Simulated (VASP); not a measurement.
A run of VASP 6.6.1 is set up as follows.

The input INCAR:

```
SYSTEM = CrSi8Mo3
  PREC = Accurate
  ENCUT = 600
  EDIFF = 1E-6
  ISMEAR = 0
  SIGMA = 0.1
  LREAL = .False.
  LASPH = .True.
  NELM = 60
  ALGO = Fast
  ISIF = 3
  LWAVE = .False.
  LCHARG = .False.
  GGA = PE
  IBRION = 2
  NSW = 100
  EDIFFG = -0.01
```

The input KPOINTS:

```
Automatic mesh
0
Gamma
  8 8 6
  0 0 0
```

File POSCAR:

```
CrSi8Mo3
1.0
    4.5096727000      0.0000000000      0.0000000000
    0.0000000000      4.5096727000      0.0000000000
    0.0000000000      0.0000000000      7.7968965000
Cr Si Mo
1 8 3
Direct
    0.0000000000      0.0000000000      0.5000000000
    0.0000000000      0.5000000000      0.6615480000
    0.0000000000      0.0000000000      0.1702970000
    0.5000000000      0.5000000000      0.1657770000
    0.5000000000      0.0000000000      0.6615480000
    0.0000000000      0.5000000000      0.3384520000
    0.0000000000      0.0000000000      0.8297030000
    0.5000000000      0.5000000000      0.8342230000
    0.5000000000      0.0000000000      0.3384520000
    0.0000000000      0.5000000000      0.0000000000
    0.5000000000      0.5000000000      0.5000000000
    0.5000000000      0.0000000000      0.0000000000
```

Potentials or basis: VASP PAW PBE potentials, release 64 (Cr_pv, Si, Mo_sv).

Command:

```console
$ cat potpaw_PBE.64/Cr_pv/POTCAR potpaw_PBE.64/Si/POTCAR potpaw_PBE.64/Mo_sv/POTCAR > POTCAR
$ mpirun -np 1 vasp_std > vasp.out
```

(1) Predict the band gap on the k mesh.

## Answers

(1) zero (bands 43 and 44 overlap by 0.77 eV).

Caveat: the relaxation stopped at its first step, so nothing moved; the run has no spin polarisation, though such a crystal can be magnetic.
